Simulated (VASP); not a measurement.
# GdN (P-6m2) in VASP: single point with LDA+U

Aim: the single point of GdN with LDA+U.

All numbers are computed with VASP 6.6.1; they aren't measurements. Logs are shortened: lines on timing, memory, paths and dates and some standing lists are left out, and cuts for length are marked.

## (1) The cell of the first run

It takes space group P-6m2 (No. 187, hexagonal). The conventional cell has a = 3.339 Å, b = 3.339 Å, c = 3.038 Å, α = 90.00°, β = 90.00°, γ = 120.00°. Within 3.2 Å of Gd (site symmetry -6m2) lie 6 N at 2.45 Å and 2 Gd at 3.04 Å. Within 3.2 Å of N (site symmetry -6m2) lie 6 Gd at 2.45 Å and 2 N at 3.04 Å.

## (2) Single point, LDA+U, collinear spin, antiferromagnetic start

INCAR

```
SYSTEM = GdN
  ALGO = Normal
  EDIFF = 1E-6
  ENCUT = 520
  GGA = CA
  ISIF = 2
  ISMEAR = 0
  ISPIN = 2
  LASPH = .True.
  LCHARG = .False.
  LDAU = .True.
  LDAUJ = 0 0
  LDAUL = 3 -1
  LDAUPRINT = 1
  LDAUTYPE = 2
  LDAUU = 6 0
  LMAXMIX = 6
  LORBIT = 11
  LREAL = .False.
  LWAVE = .False.
  MAGMOM = 7 -7 0 0
  NBANDS = 35
  NELM = 150
  PREC = Accurate
  SIGMA = 0.05
```

KPOINTS

```
k-points
0
Gamma
  10 10 5
  0 0 0
```

POSCAR

```
GdN
1.0
    3.3394229375      0.0000000000      0.0000000000
   -1.6697114688      2.8920250979      3.0379470730
    0.0000000000      0.0000000000      6.0758941460
Gd N
2 2
Direct
    1.0000000000      0.0000000000      1.0000000000
    1.0000000000      0.0000000000      0.5000000000
    0.6666666667      0.3333333333      0.0833333333
    0.6666666667      0.3333333333      0.5833333333
```

Potentials or basis: VASP PAW PBE potentials, release 64 (Gd, N).

Command:

```console
$ cat potpaw_PBE.64/Gd/POTCAR potpaw_PBE.64/N/POTCAR > POTCAR
$ mpirun -np 1 vasp_std > vasp.out
```

OUTCAR:

```text
SYSTEM = GdN
   EDIFF = 1E-6
   ENCUT = 520
   GGA = CA
   ISIF = 2
   ISMEAR = 0
   ISPIN = 2
   LASPH = .True.
   LORBIT = 11
   LREAL = .False.
   NELM = 150
   PREC = Accurate

 ion  position               nearest neighbor table
   1  0.000  0.000  0.000-   3 2.45   3 2.45   4 2.45   4 2.45   4 2.45   3 2.45   2 3.04   2 3.04
                             2 3.34   2 3.34   2 3.34   2 3.34
   2  0.000  0.000  0.500-   4 2.45   4 2.45   3 2.45   3 2.45   3 2.45   4 2.45   1 3.04   1 3.04
                             1 3.34   1 3.34   1 3.34   1 3.34
   3  0.667  0.333  0.083-   1 2.45   1 2.45   2 2.45   2 2.45   2 2.45   1 2.45
   4  0.667  0.333  0.583-   2 2.45   2 2.45   1 2.45   1 2.45   1 2.45   2 2.45

  LATTYP: Found a body centered orthorhombic cell.
 ALAT       =     3.3394229375
 B/A-ratio  =     1.7320508076
 C/A-ratio  =     1.8194443351

  Lattice vectors:

 A1 = (   1.6697114687,   2.8920250979,  -3.0379470730)
 A2 = (  -1.6697114687,  -2.8920250979,  -3.0379470730)
 A3 = (  -1.6697114688,   2.8920250979,   3.0379470730)

Analysis of symmetry for initial positions (statically):
=====================================================================
 Subroutine PRICEL returns following result:

  LATTYP: Found a hexagonal cell.
 ALAT       =     3.3394229375
 C/A-ratio  =     0.9097221675
[... 12 lines left out ...]
 Subroutine GETGRP returns: Found  4 space group operations
 (whereof  4 operations were pure point group operations)
 out of a pool of  8 trial point group operations.

The static configuration has the point symmetry C_2v.

Analysis of symmetry for dynamics (positions and initial velocities):
=====================================================================
 Subroutine PRICEL returns following result:

  LATTYP: Found a hexagonal cell.
 ALAT       =     3.3394229375
 C/A-ratio  =     0.9097221675
[... 12 lines left out ...]
 Subroutine GETGRP returns: Found  4 space group operations
 (whereof  4 operations were pure point group operations)
 out of a pool of  8 trial point group operations.

The dynamic configuration has the point symmetry C_2v.

Analysis of structural, dynamic, and magnetic symmetry:
=====================================================================
 Subroutine PRICEL returns following result:

  LATTYP: Found a hexagonal cell.
 ALAT       =     3.3394229375
 C/A-ratio  =     0.9097221675
[... 12 lines left out ...]
 Subroutine GETGRP returns: Found  4 space group operations
 (whereof  4 operations were pure point group operations)
 out of a pool of  8 trial point group operations.

The overall configuration has the point symmetry C_2v.

 Subroutine INISYM returns: Found  4 space group operations
 (whereof  4 operations are pure point group operations),
 and found     2 'primitive' translations

----------------------------------------------------------------------------------------

                                     Primitive cell

  volume of cell :      29.3396

  direct lattice vectors                    reciprocal lattice vectors
    -1.669711469 -2.892025098  0.000000000     0.000000000 -0.345778465  0.000000000
     3.339422937  0.000000000  0.000000000     0.299452935 -0.172889233  0.000000000
     0.000000000  0.000000000  3.037947073     0.000000000  0.000000000  0.329169658

  length of vectors
     3.339422938  3.339422937  3.037947073     0.345778465  0.345778465  0.329169658

  position of ions in fractional coordinates (direct lattice)
     0.000000000  0.000000000  0.000000000
     0.666666667  0.333333333  0.500000000

[... 155 lines left out ...]
  o =  0.9894  v = -0.0000 -0.0000 -0.0000  1.0000  0.0000 -0.0060  0.0000  0.0000  0.0000  0.0000  0.0000  0.0000  0.0000  0.0000      0.0000  0.0000  0.0000  0.0000  0.0000  0.0000  0.0000  0.0000  0.0000  0.0000  0.0000  0.0000  0.0000  0.0000
  o =  0.9898  v =  0.0000 -0.0000 -0.0000  0.0000 -0.0081 -0.0000 -1.0000  0.0000  0.0000  0.0000  0.0000  0.0000  0.0000  0.0000      0.0000  0.0000  0.0000  0.0000  0.0000  0.0000  0.0000  0.0000  0.0000  0.0000  0.0000  0.0000  0.0000  0.0000
  o =  0.9911  v =  0.0000  0.0000  0.0000 -0.0000  1.0000 -0.0000 -0.0081  0.0000  0.0000  0.0000  0.0000  0.0000  0.0000  0.0000      0.0000  0.0000  0.0000  0.0000  0.0000  0.0000  0.0000  0.0000  0.0000  0.0000  0.0000  0.0000  0.0000  0.0000
  o =  0.9912  v =  0.0081  0.0000 -1.0000 -0.0000  0.0000  0.0000  0.0000  0.0000  0.0000  0.0000  0.0000  0.0000  0.0000  0.0000      0.0000  0.0000  0.0000  0.0000  0.0000  0.0000  0.0000  0.0000  0.0000  0.0000  0.0000  0.0000  0.0000  0.0000
  o =  0.9939  v = -0.0000 -0.0000  0.0000  0.0060  0.0000  1.0000 -0.0000  0.0000  0.0000  0.0000  0.0000  0.0000  0.0000  0.0000      0.0000  0.0000  0.0000  0.0000  0.0000  0.0000  0.0000  0.0000  0.0000  0.0000  0.0000  0.0000  0.0000  0.0000
  o =  0.9940  v = -0.0000  1.0000  0.0000  0.0000 -0.0000  0.0000  0.0000  0.0000  0.0000  0.0000  0.0000  0.0000  0.0000  0.0000      0.0000  0.0000  0.0000  0.0000  0.0000  0.0000  0.0000  0.0000  0.0000  0.0000  0.0000  0.0000  0.0000  0.0000

atom =   2  type =  1  l = 3

 onsite density matrix

spin component  1

  0.0039 -0.0000 -0.0000 -0.0000  0.0000 -0.0000  0.0000
 -0.0000  0.0127 -0.0000  0.0000  0.0000  0.0000 -0.0000
 -0.0000 -0.0000  0.0079  0.0000 -0.0000  0.0000 -0.0000
 -0.0000  0.0000  0.0000  0.0057  0.0000 -0.0001 -0.0000
  0.0000  0.0000 -0.0000  0.0000  0.0079  0.0000  0.0002
 -0.0000  0.0000  0.0000 -0.0001  0.0000  0.0132  0.0000
  0.0000 -0.0000 -0.0000 -0.0000  0.0002  0.0000  0.0051

spin component  2

  0.9892 -0.0000 -0.0000 -0.0000  0.0000 -0.0000  0.0000
 -0.0000  0.9940 -0.0000  0.0000  0.0000 -0.0000 -0.0000
 -0.0000 -0.0000  0.9912  0.0000 -0.0000 -0.0000 -0.0000
 -0.0000  0.0000  0.0000  0.9894  0.0000  0.0000 -0.0000
  0.0000  0.0000 -0.0000  0.0000  0.9911  0.0000 -0.0000
 -0.0000 -0.0000 -0.0000  0.0000  0.0000  0.9939 -0.0000
  0.0000 -0.0000 -0.0000 -0.0000 -0.0000 -0.0000  0.9898

 occupancies and eigenvectors

  o =  0.0039  v =  1.0000  0.0000  0.0041  0.0000 -0.0000  0.0000 -0.0000  0.0000  0.0000  0.0000  0.0000  0.0000  0.0000  0.0000      0.0000  0.0000  0.0000  0.0000  0.0000  0.0000  0.0000  0.0000  0.0000  0.0000  0.0000  0.0000  0.0000  0.0000
  o =  0.0051  v = -0.0000  0.0000 -0.0000  0.0000  0.0544  0.0000 -0.9985  0.0000  0.0000  0.0000  0.0000  0.0000  0.0000  0.0000      0.0000  0.0000  0.0000  0.0000  0.0000  0.0000  0.0000  0.0000  0.0000  0.0000  0.0000  0.0000  0.0000  0.0000
  o =  0.0057  v =  0.0000  0.0000  0.0000 -0.9999  0.0000 -0.0139 -0.0000  0.0000  0.0000  0.0000  0.0000  0.0000  0.0000  0.0000      0.0000  0.0000  0.0000  0.0000  0.0000  0.0000  0.0000  0.0000  0.0000  0.0000  0.0000  0.0000  0.0000  0.0000
  o =  0.0079  v =  0.0041 -0.0000 -1.0000 -0.0000 -0.0000  0.0000 -0.0000  0.0000  0.0000  0.0000  0.0000  0.0000  0.0000  0.0000      0.0000  0.0000  0.0000  0.0000  0.0000  0.0000  0.0000  0.0000  0.0000  0.0000  0.0000  0.0000  0.0000  0.0000
  o =  0.0079  v = -0.0000 -0.0000  0.0000 -0.0000 -0.9985 -0.0000 -0.0544  0.0000  0.0000  0.0000  0.0000  0.0000  0.0000  0.0000      0.0000  0.0000  0.0000  0.0000  0.0000  0.0000  0.0000  0.0000  0.0000  0.0000  0.0000  0.0000  0.0000  0.0000
  o =  0.0127  v =  0.0000 -1.0000  0.0000 -0.0000  0.0000  0.0000 -0.0000  0.0000  0.0000  0.0000  0.0000  0.0000  0.0000  0.0000      0.0000  0.0000  0.0000  0.0000  0.0000  0.0000  0.0000  0.0000  0.0000  0.0000  0.0000  0.0000  0.0000  0.0000
  o =  0.0132  v = -0.0000  0.0000 -0.0000 -0.0139  0.0000  0.9999 -0.0000  0.0000  0.0000  0.0000  0.0000  0.0000  0.0000  0.0000      0.0000  0.0000  0.0000  0.0000  0.0000  0.0000  0.0000  0.0000  0.0000  0.0000  0.0000  0.0000  0.0000  0.0000
  o =  0.9892  v =  0.0000  0.0000  0.0000  0.0000  0.0000  0.0000  0.0000  1.0000  0.0000  0.0081  0.0000 -0.0000  0.0000  0.0000      0.0000  0.0000  0.0000  0.0000  0.0000  0.0000  0.0000  0.0000  0.0000  0.0000  0.0000  0.0000  0.0000  0.0000
  o =  0.9894  v =  0.0000  0.0000  0.0000  0.0000  0.0000  0.0000  0.0000 -0.0000 -0.0000 -0.0000  1.0000 -0.0000 -0.0060 -0.0000      0.0000  0.0000  0.0000  0.0000  0.0000  0.0000  0.0000  0.0000  0.0000  0.0000  0.0000  0.0000  0.0000  0.0000
  o =  0.9898  v =  0.0000  0.0000  0.0000  0.0000  0.0000  0.0000  0.0000  0.0000  0.0000 -0.0000 -0.0000 -0.0081  0.0000 -1.0000      0.0000  0.0000  0.0000  0.0000  0.0000  0.0000  0.0000  0.0000  0.0000  0.0000  0.0000  0.0000  0.0000  0.0000
  o =  0.9911  v =  0.0000  0.0000  0.0000  0.0000  0.0000  0.0000  0.0000 -0.0000 -0.0000 -0.0000 -0.0000 -1.0000  0.0000  0.0081      0.0000  0.0000  0.0000  0.0000  0.0000  0.0000  0.0000  0.0000  0.0000  0.0000  0.0000  0.0000  0.0000  0.0000
  o =  0.9912  v =  0.0000  0.0000  0.0000  0.0000  0.0000  0.0000  0.0000  0.0081 -0.0000 -1.0000 -0.0000  0.0000 -0.0000  0.0000      0.0000  0.0000  0.0000  0.0000  0.0000  0.0000  0.0000  0.0000  0.0000  0.0000  0.0000  0.0000  0.0000  0.0000
  o =  0.9939  v =  0.0000  0.0000  0.0000  0.0000  0.0000  0.0000  0.0000 -0.0000 -0.0000  0.0000  0.0060  0.0000  1.0000  0.0000      0.0000  0.0000  0.0000  0.0000  0.0000  0.0000  0.0000  0.0000  0.0000  0.0000  0.0000  0.0000  0.0000  0.0000
  o =  0.9940  v =  0.0000  0.0000  0.0000  0.0000  0.0000  0.0000  0.0000 -0.0000 -1.0000  0.0000 -0.0000  0.0000 -0.0000 -0.0000      0.0000  0.0000  0.0000  0.0000  0.0000  0.0000  0.0000  0.0000  0.0000  0.0000  0.0000  0.0000  0.0000  0.0000

 number of electron      45.9999997 magnetization       0.0000000

 Free energy of the ion-electron system (eV)
  ---------------------------------------------------
  ext. energy  EPLUGINS =         0.00000000
  ---------------------------------------------------
  free energy    TOTEN  =       -46.03988479 eV

  energy without entropy =      -46.03987057  energy(sigma->0) =      -46.03987768

 E-fermi :   4.1595     XC(G=0): -12.2201

 val. band max:        4.0612064065   @ k =   0.1000   0.0000   0.0000
 cond. band min:       4.2575647707   @ k =   0.0000   0.1000   0.0000
 fundamental gap:      0.1963583642
 Fermi energy:         4.1594736173

 spin component 1

 k-point     1 :       0.0000    0.0000    0.0000
  band No.  band energies     occupation
      1     -39.5405      1.00000
      2     -36.6720      1.00000
      3     -17.5050      1.00000
      4     -17.3456      1.00000
      5     -16.7840      1.00000
      6     -15.0847      1.00000
[... 1817 lines left out ...]
     34       9.4599      0.00000
     35       9.5397      0.00000

 [... further k-points ...]

------------------------ aborting loop because EDIFF is reached ----------------------------------------

  FORCE on cell =-STRESS in cart. coord.  units (eV):
  Direction    XX          YY          ZZ          XY          YZ          ZX
  --------------------------------------------------------------------------------------
  -------------------------------------------------------------------------------------
  Total        0.1846533      0.2152459      0.4412258     -0.0000000      0.0000000      0.0000000
  in kB        5.0417798      5.8770816     12.0472477     -0.0000000      0.0000000      0.0000000
  external PRESSURE =       7.6553697 kB  Pullay stress =       0.0000000 kB

 VOLUME and BASIS-vectors are now :
 -----------------------------------------------------------------------------
  energy-cutoff  :      520.00
  volume of cell :       58.68
      direct lattice vectors                 reciprocal lattice vectors
     3.339422938  0.000000000  0.000000000     0.299452935  0.172889233  0.000000000
    -1.669711469  2.892025098  3.037947073     0.000000000  0.345778465  0.000000000
     0.000000000  0.000000000  6.075894146     0.000000000 -0.172889233  0.164584829

 POSITION                                       TOTAL-FORCE (eV/Angst)
 -----------------------------------------------------------------------------------
      0.00000      0.00000      0.00000        -0.000000      0.006068     -0.000000
      0.00000      0.00000      3.03795        -0.000000      0.006068     -0.000000
      1.66971      0.96401      1.51897         0.000000     -0.006068      0.000000
      1.66971      0.96401      4.55692         0.000000     -0.006068      0.000000
 -----------------------------------------------------------------------------------
    total drift:                               -0.000000      0.000063      0.000003

  FREE ENERGIE OF THE ION-ELECTRON SYSTEM (eV)
  ---------------------------------------------------
  free  energy   TOTEN  =       -46.0398847863 eV

  energy  without entropy=      -46.0398705661  energy(sigma->0) =      -46.03987768

 total charge

# of ion       s       p       d       f       tot
--------------------------------------------------
    1        2.043   5.617   0.624   6.987  15.271
    2        2.043   5.617   0.624   6.987  15.271
    3        1.230   2.413   0.000   0.000   3.642
    4        1.230   2.413   0.000   0.000   3.642
--------------------------------------------------
tot          6.546  16.059   1.248  13.973  37.827

 magnetization (x)

# of ion       s       p       d       f       tot
--------------------------------------------------
    1        0.000  -0.061   0.055   6.877   6.872
    2       -0.000   0.061  -0.055  -6.877  -6.872
    3        0.000   0.000   0.000   0.000   0.000
    4        0.000   0.000   0.000   0.000   0.000
--------------------------------------------------
tot          0.000   0.000   0.000   0.000   0.000
```

Run time: 33 min. Hardware: 1 thread of Intel Xeon 8259CL, shared host; peak memory 0.41 GiB.

Results:

- Free energy: -46.0399 eV
- Pressure: 0.8 GPa
- Largest force: 0.006 eV/Å
- Band gap on the k mesh: 0.20 eV
- Net moment: 0.00 μB per cell
- Site moments: Gd +6.87, -6.87; N +0.00 μB
- Valence electrons inside the program's atomic spheres: Gd 15.27; N 3.64

Forces on the atoms (eV/Å):
```
Gd   0.000  0.006  0.000
Gd   0.000  0.006  0.000
N    0.000 -0.006  0.000
N    0.000 -0.006  0.000
```

Eigenvalues of the final occupation matrices:
| site | spin | trace | eigenvalues |
| --- | --- | --- | --- |
| site 1 f | 1 | 6.94 | 0.99 0.99 0.99 0.99 0.99 0.99 0.99 |
| site 1 f | 2 | 0.06 | 0.00 0.01 0.01 0.01 0.01 0.01 0.01 |
| site 2 f | 1 | 0.06 | 0.00 0.01 0.01 0.01 0.01 0.01 0.01 |
| site 2 f | 2 | 6.94 | 0.99 0.99 0.99 0.99 0.99 0.99 0.99 |

Caveat: the antiferromagnetic order is the one typed at the start, and another may lie lower; semilocal functionals underestimate gaps, and a narrow one can read as zero; the PAW data sets were made with another functional, which shifts forces and pressure a little; spin-orbit coupling is left out, which moves the levels of the heavy elements.
